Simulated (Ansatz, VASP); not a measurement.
# One calculation of AlN, two programs

```xyz
4
Lattice="3.1042 0.0000 0.0000 -1.5521 2.6883 0.0000 0.0000 0.0000 4.9680" Properties=species:S:1:pos:R:3 pbc="T T T"
Al    0.0000    1.7922   -0.0046
Al    1.5521    0.8961    2.4793
N     0.0000    1.7922    1.8925
N     1.5521    0.8961    4.3765
```

Alike in both runs: functional LDA; k mesh 8 × 8 × 6; no spin polarisation.

Ansatz relaxed the structure, and its values are those at the end. VASP's run is a single point on that final structure, the one shown.

|  | VASP | Ansatz |
| --- | --- | --- |
| version | VASP 6.6.1 | Ansatz 0.2.0 |
| potentials or method | VASP PAW LDA potentials, release 64 (Al, N), cutoff 520 eV | all-electron LAPW, scalar-relativistic |
| occupations | gaussian, width 0.01 eV | fixed |

Ansatz gave:

| Property | Result |
| --- | --- |
| gap on the k mesh at the Fermi level (eV) | 4.29 |
| pressure (GPa) | -3.1 |

Problem. Estimate VASP's values.

Solution. gap on the k mesh at the Fermi level (eV): 4.29; pressure (GPa): -2.5.

LDA's correlation is that of Perdew and Zunger in VASP and of Perdew and Wang (1992) in Ansatz. Ansatz ran all-electron here, and VASP with PAW potentials.
